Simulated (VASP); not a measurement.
# CsRu (Pm-3m) in VASP: single point with PBE

Aim: the single point of CsRu with PBE.

Everything below comes from runs of VASP 6.6.1. Logs are shortened: lines on timing, memory, paths and dates and some standing lists are left out, and cuts for length are marked.

**1. The cell of the first run**

The structure is cubic, space group Pm-3m (No. 221). The conventional cell has a = 3.647 Å, b = 3.647 Å, c = 3.647 Å, α = 90.00°, β = 90.00°, γ = 90.00°. Cs (site symmetry m-3m) has 8 Ru at 3.16 Å and 6 Cs at 3.65 Å within 4.2 Å. Within 4.2 Å of Ru (site symmetry m-3m) lie 8 Cs at 3.16 Å and 6 Ru at 3.65 Å.

**2. Single point, PBE**

INCAR reads:

```
SYSTEM = CsRu
PREC     = Accurate       ! precision mode
ENCUT    = 600            ! plane-wave cutoff, eV
EDIFF    = 1E-6           ! SCF threshold, eV
ISMEAR   = 0              ! smearing method
SIGMA    = 0.1            ! smearing width, eV
LREAL    = .False.        ! projectors in reciprocal space
LASPH    = .True.         ! aspherical terms in the spheres
NELM     = 120            ! most SCF steps
ALGO     = Normal         ! electronic algorithm
ISIF     = 2              ! what is computed and relaxed
LWAVE    = .False.        ! write WAVECAR
LCHARG   = .False.        ! write CHGCAR
GGA      = PE             ! functional
NBANDS   = 20             ! bands
GGA_COMPAT= .False.
```

KPOINTS reads:

```
Automatic mesh
0
Gamma
  16 16 16
  0 0 0
```

POSCAR reads:

```
CsRu
1.0
    3.6471627827      0.0000000000      0.0000000000
    0.0000000000      3.6471627827      0.0000000000
    0.0000000000      0.0000000000      3.6471627827
Cs Ru
1 1
Direct
    0.0000000000      0.0000000000      0.0000000000
    0.5000000000      0.5000000000      0.5000000000
```

Potentials or basis: VASP PAW PBE potentials, release 64 (Cs_sv, Ru_sv).

The run is started by

```console
cat potpaw_PBE.64/Cs_sv/POTCAR potpaw_PBE.64/Ru_sv/POTCAR > POTCAR
mpirun -np 1 vasp_std > vasp.out
```

OUTCAR:

```text
SYSTEM = CsRu
   PREC = Accurate
   ENCUT = 600
   EDIFF = 1E-6
   ISMEAR = 0
   LREAL = .False.
   LASPH = .True.
   NELM = 120
   ISIF = 2
   GGA = PE

 ion  position               nearest neighbor table
   1  0.000  0.000  0.000-
   2  0.500  0.500  0.500-

  LATTYP: Found a simple cubic cell.
 ALAT       =     3.6471627827

  Lattice vectors:

 A1 = (   3.6471627827,   0.0000000000,   0.0000000000)
 A2 = (   0.0000000000,   3.6471627827,   0.0000000000)
 A3 = (   0.0000000000,   0.0000000000,   3.6471627827)

Analysis of symmetry for initial positions (statically):
=====================================================================
 Subroutine PRICEL returns:
 Original cell was already a primitive cell.

 Routine SETGRP: Setting up the symmetry group for a
 simple cubic supercell.

 Subroutine GETGRP returns: Found 48 space group operations
 (whereof 48 operations were pure point group operations)
 out of a pool of 48 trial point group operations.

The static configuration has the point symmetry O_h .

Analysis of symmetry for dynamics (positions and initial velocities):
=====================================================================
 Subroutine PRICEL returns:
 Original cell was already a primitive cell.

 Routine SETGRP: Setting up the symmetry group for a
 simple cubic supercell.

 Subroutine GETGRP returns: Found 48 space group operations
 (whereof 48 operations were pure point group operations)
 out of a pool of 48 trial point group operations.

The dynamic configuration has the point symmetry O_h .

 Subroutine INISYM returns: Found 48 space group operations
 (whereof 48 operations are pure point group operations),
 and found     1 'primitive' translations

----------------------------------------------------------------------------------------

                                     Primitive cell

  volume of cell :      48.5138

  direct lattice vectors                    reciprocal lattice vectors
     3.647162783  0.000000000  0.000000000     0.274185733  0.000000000  0.000000000
     0.000000000  3.647162783  0.000000000     0.000000000  0.274185733  0.000000000
     0.000000000  0.000000000  3.647162783     0.000000000  0.000000000  0.274185733

  length of vectors
     3.647162783  3.647162783  3.647162783     0.274185733  0.274185733  0.274185733

  position of ions in fractional coordinates (direct lattice)
     0.000000000  0.000000000  0.000000000
     0.500000000  0.500000000  0.500000000

  ion indices of the primitive-cell ions
   primitive index   ion index
                 1           1
                 2           2

----------------------------------------------------------------------------------------

 KPOINTS: Automatic mesh

Automatic generation of k-mesh.
 Grid dimensions read from file:
 generate k-points for:   16   16   16

 Generating k-lattice:

  Cartesian coordinates                     Fractional coordinates (reciprocal lattice)
     0.017136608  0.000000000  0.000000000     0.062500000  0.000000000  0.000000000
     0.000000000  0.017136608  0.000000000     0.000000000  0.062500000  0.000000000
     0.000000000  0.000000000  0.017136608     0.000000000  0.000000000  0.062500000

  Length of vectors
     0.017136608  0.017136608  0.017136608

  Shift w.r.t. Gamma in fractional coordinates (k-lattice)
     0.000000000  0.000000000  0.000000000

 Subroutine IBZKPT returns following result:
 ===========================================

 Found    165 irreducible k-points:

 Following reciprocal coordinates:
            Coordinates               Weight
  0.000000  0.000000  0.000000      1.000000
  0.062500  0.000000  0.000000      6.000000
  0.125000  0.000000  0.000000      6.000000
  0.187500  0.000000  0.000000      6.000000
  0.250000  0.000000  0.000000      6.000000
  0.312500  0.000000  0.000000      6.000000
[... 16 lines left out ...]
  0.437500  0.125000  0.000000     24.000000
  0.500000  0.125000  0.000000     12.000000
 [... further k-points ...]
   k-points           NKPTS =    165   k-points in BZ     NKDIM =    165   number of bands    NBANDS=     20
   number of dos      NEDOS =    301   number of ions     NIONS =      2
   total plane-waves  NPLWV =  27000
   dimension x,y,z NGX =    30 NGY =   30 NGZ =   30
   dimension x,y,z NGXF=    60 NGYF=   60 NGZF=   60
   ions per type =               1   1
   NGX,Y,Z   is equivalent  to a cutoff of  13.67, 13.67, 13.67 a.u.
   NGXF,Y,Z  is equivalent  to a cutoff of  27.35, 27.35, 27.35 a.u.
 SYSTEM =  CsRu
   PREC   = accura    normal or accurate (medium, high low for compatibility)
   ISTART =      0    job   : 0-new  1-cont  2-samecut
   ICHARG =      2    charge: 1-file 2-atom 10-const
   ISPIN  =      1    spin polarized calculation?
   LNONCOLLINEAR =      F non collinear calculations
   LSORBIT =      F    spin-orbit coupling
   LASPH  =      T    aspherical Exc in radial PAW
   ENCUT  =  600.0 eV  44.10 Ry    6.64 a.u.   7.28  7.28  7.28*2*pi/ulx,y,z
   NELM   =    120;   NELMIN=  2; NELMDL= -5     # of ELM steps
   EDIFF  = 0.1E-05   stopping-criterion for ELM
   LREAL  =      F    real-space projection
   EDIFFG = 0.1E-04   stopping-criterion for IOM
   NSW    =      0    number of steps for IOM
   IBRION =     -1    ionic relax: 0-MD 1-quasi-New 2-CG
   NFREE  =      0    steps in history (QN), initial steepest desc. (CG)
   ISIF   =      2    stress and relaxation
   ISYM   =      2    0-nonsym 1-usesym 2-fastsym
   POTIM  = 0.5000    time-step for ionic-motion
   TEBEG  =    0.0;   TEEND  =   0.0 temperature during run
   PSTRESS=    0.0 pullay stress
   NELECT =      25.0000    total number of electrons
   NUPDOWN=      -1.0000    fix difference up-down
   EMIN   =  10.00;   EMAX   =-10.00  energy-range for DOS
   EFERMI =   0.00;   METHOD = LEGACY
   ISMEAR =     0;   SIGMA  =   0.10  broadening in eV -4-tet -1-fermi 0-gaus
   EFERMI_NEDOS =   21; number of points for ismear=-14 and -15
   IALGO  =     38    algorithm
   IMIX   =      4    mixing-type and parameters
     AMIX     =   0.40;   BMIX     =  1.00
     AMIX_MAG =   1.60;   BMIX_MAG =  1.00
  volume/ion in A,a.u.               =      24.26       163.69
  Fermi-wavevector in a.u.,A,eV,Ry     =   1.312501  2.480267 23.438202  1.722659
  Thomas-Fermi vector in A             =   2.442889
   LORBIT       =      0    0 simple, 1 ext, 2 COOP (PROOUT), +10 PAW based schemes
   GGA     = PE    functional components
   LHFCALC =     F    Hartree Fock is set to
   AEXX    =    0.0000 exact exchange contribution
   IVDW    =     0    specifies the selected vdW correction
   LEPSILON=     F    determine dielectric tensor
   LRPA    =     F    only Hartree local field effects (RPA)
 non-spin polarized calculation
 Gauss-broadening in eV      SIGMA  =   0.10
  energy-cutoff  :      600.00
  volume of cell :       48.51
 maximum number of plane-waves:      1647
 NGX is ok and might be reduce to    30
   NGX = 15   NGY = 15   NGZ = 15

 number of electron      24.9999996 magnetization

 Free energy of the ion-electron system (eV)
  ---------------------------------------------------
  ext. energy  EPLUGINS =         0.00000000
  ---------------------------------------------------
  free energy    TOTEN  =        -5.65997459 eV

  energy without entropy =       -5.63336451  energy(sigma->0) =       -5.64666955

 E-fermi :   6.5957     XC(G=0): -11.0490

 val. band max:        6.5947972348   @ k =   0.5000   0.2500   0.1250
 cond. band min:       6.5969966388   @ k =   0.4375   0.0000   0.0000
 fundamental gap:      0.0021994040
 Fermi energy:         6.5956674749

 k-point     1 :       0.0000    0.0000    0.0000
  band No.  band energies     occupation
      1     -64.6174      2.00000
      2     -34.6938      2.00000
      3     -34.6938      2.00000
      4     -34.6938      2.00000
      5     -15.5905      2.00000
      6      -1.4567      2.00000
[... 12 lines left out ...]
     19      16.4506      0.00000
     20      17.0653      0.00000

 k-point     2 :       0.0625    0.0000    0.0000
  band No.  band energies     occupation
      1     -64.6173      2.00000
      2     -34.6945      2.00000
      3     -34.6936      2.00000
      4     -34.6936      2.00000
      5     -15.5795      2.00000
      6      -1.5933      2.00000
[... 12 lines left out ...]
     19      16.2303      0.00000
     20      17.0249      0.00000

 k-point     3 :       0.1250    0.0000    0.0000
  band No.  band energies     occupation
      1     -64.6173      2.00000
      2     -34.6970      2.00000
      3     -34.6935      2.00000
      4     -34.6935      2.00000
      5     -15.5482      2.00000
      6      -1.9489      2.00000
[... 12 lines left out ...]
     19      15.6994      0.00000
     20      16.9116      0.00000

 k-point     4 :       0.1875    0.0000    0.0000
  band No.  band energies     occupation
      1     -64.6171      2.00000
      2     -34.7005      2.00000
      3     -34.6932      2.00000
      4     -34.6932      2.00000
      5     -15.5005      2.00000
      6      -2.4139      2.00000
[... 12 lines left out ...]
     19      15.1570      0.00000
     20      16.7466      0.00000

 k-point     5 :       0.2500    0.0000    0.0000
  band No.  band energies     occupation
      1     -64.6169      2.00000
      2     -34.7047      2.00000
      3     -34.6928      2.00000
      4     -34.6928      2.00000
      5     -15.4429      2.00000
      6      -2.8926      2.00000
[... 12 lines left out ...]
     19      14.9971      0.00000
     20      16.5584      0.00000

 k-point     6 :       0.3125    0.0000    0.0000
  band No.  band energies     occupation
      1     -64.6168      2.00000
      2     -34.7089      2.00000
      3     -34.6925      2.00000
      4     -34.6925      2.00000
      5     -15.3840      2.00000
      6      -3.3194      2.00000
[... 12 lines left out ...]
     19      15.4821      0.00000
     20      16.3764      0.00000

 k-point     7 :       0.3750    0.0000    0.0000
  band No.  band energies     occupation
      1     -64.6166      2.00000
      2     -34.7124      2.00000
      3     -34.6922      2.00000
      4     -34.6922      2.00000
      5     -15.3328      2.00000
      6      -3.6515      2.00000
[... 12 lines left out ...]
     19      16.2264      0.00000
     20      16.4778      0.00000
[... 277 lines left out ...]
 k-point    20 :       0.2500    0.1250    0.0000
  band No.  band energies     occupation
      1     -64.6168      2.00000
      2     -34.7044      2.00000
      3     -34.6960      2.00000
      4     -34.6925      2.00000
      5     -15.4056      2.00000
      6      -2.8394      2.00000
[... 12 lines left out ...]
     19      15.5950      0.00000
     20      16.1367      0.00000

 k-point    21 :       0.3125    0.1250    0.0000
  band No.  band energies     occupation
      1     -64.6167      2.00000
      2     -34.7085      2.00000
      3     -34.6956      2.00000
      4     -34.6922      2.00000
      5     -15.3487      2.00000
      6      -3.2497      2.00000
[... 12 lines left out ...]
     19      15.7688      0.00000
     20      16.0553      0.00000

 k-point    22 :       0.3750    0.1250    0.0000
  band No.  band energies     occupation
      1     -64.6165      2.00000
      2     -34.7121      2.00000
      3     -34.6953      2.00000
      4     -34.6919      2.00000
      5     -15.2993      2.00000
      6      -3.5711      2.00000
[... 12 lines left out ...]
     19      15.9836      0.00000
     20      16.5478      0.00000

 k-point    23 :       0.4375    0.1250    0.0000
  band No.  band energies     occupation
      1     -64.6164      2.00000
      2     -34.7145      2.00000
      3     -34.6951      2.00000
      4     -34.6917      2.00000
      5     -15.2658      2.00000
      6      -3.7747      2.00000
[... 12 lines left out ...]
     19      15.9323      0.00000
     20      17.6731      0.00000

 k-point    24 :       0.5000    0.1250    0.0000
  band No.  band energies     occupation
      1     -64.6164      2.00000
      2     -34.7153      2.00000
      3     -34.6950      2.00000
      4     -34.6917      2.00000
      5     -15.2538      2.00000
      6      -3.8444      2.00000
[... 12 lines left out ...]
     19      15.9136      0.00000
     20      18.5150      0.00000

 [... further k-points ...]
[... 5 lines left out ...]
  --------------------------------------------------------------------------------------
  -------------------------------------------------------------------------------------
  Total        0.2745893      0.2745893      0.2745893      0.0000000     -0.0000000      0.0000000
  in kB        9.0683599      9.0683599      9.0683599      0.0000000     -0.0000000      0.0000000
  external PRESSURE =       9.0683599 kB  Pullay stress =       0.0000000 kB

 VOLUME and BASIS-vectors are now :
 -----------------------------------------------------------------------------
  energy-cutoff  :      600.00
  volume of cell :       48.51
      direct lattice vectors                 reciprocal lattice vectors
     3.647162783  0.000000000  0.000000000     0.274185733  0.000000000  0.000000000
     0.000000000  3.647162783  0.000000000     0.000000000  0.274185733  0.000000000
     0.000000000  0.000000000  3.647162783     0.000000000  0.000000000  0.274185733

 POSITION                                       TOTAL-FORCE (eV/Angst)
 -----------------------------------------------------------------------------------
      0.00000      0.00000      0.00000         0.000000      0.000000      0.000000
      1.82358      1.82358      1.82358         0.000000      0.000000      0.000000
 -----------------------------------------------------------------------------------
    total drift:                                0.000000      0.000000      0.000000

  FREE ENERGIE OF THE ION-ELECTRON SYSTEM (eV)
  ---------------------------------------------------
  free  energy   TOTEN  =        -5.6599745928 eV

  energy  without entropy=       -5.6333645057  energy(sigma->0) =       -5.64666955
```

It took 1.8 min on 1 thread of AMD EPYC 7R43 (Zen 3), shared host; peak memory 0.28 GiB.

What came out:

```
Free energy            : -5.6600 eV
Pressure               : 0.9 GPa
Band gap on the k mesh : zero (an odd number of electrons rules out a gap without spin polarisation)
```

Caveat: spin-orbit coupling is left out, which moves the levels of the heavy elements.
